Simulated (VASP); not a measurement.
**CaS (Oldhamite): single point with r2SCAN**

Crystal: CaS (Oldhamite).

```
Ca S
1.0
     0.00000    2.81911    2.81911
     2.81911    0.00000    2.81911
     2.81911    2.81911    0.00000
Ca S
1 1
Direct
  0.00000 0.00000 0.00000
  0.50000 0.50000 0.50000
```

- Program: VASP 6.6.1
- Task: single point
- Functional: r2SCAN
- Potentials or basis: VASP PAW PBE potentials, release 64 (Ca_sv, S)
- Cutoff: 550 eV
- k mesh: 5 × 5 × 5
- Occupations: gaussian, width 0.01 eV
- Spin: no spin polarisation
- Dipole correction: no
- Further INCAR settings: ALGO = Normal; EDIFF = 1e-06; NBANDS = 15

The pressure is 2.4 GPa and the band gap on the k mesh is 2.87 eV, indirect (least direct gap 3.67 eV).

Levels at points of the mesh, in eV from the valence-band top:
| k point | band 6 | band 7 | band 8 | band 9 | band 10 | band 11 |
| --- | --- | --- | --- | --- | --- | --- |
| (0.00, 0.00, 0.00) | 0.00 | 0.00 | 0.00 | 4.66 | 4.66 | 4.66 |

Run time: 38 s on 1 thread of AMD EPYC 7R13 Processor (Zen 3), with other jobs on the host, peak memory 0.14 GiB.

Caveat: the PAW data sets were made with another functional, which shifts forces and pressure a little. r2SCAN opens gaps a little over a GGA but as a rule still falls short of measured ones.
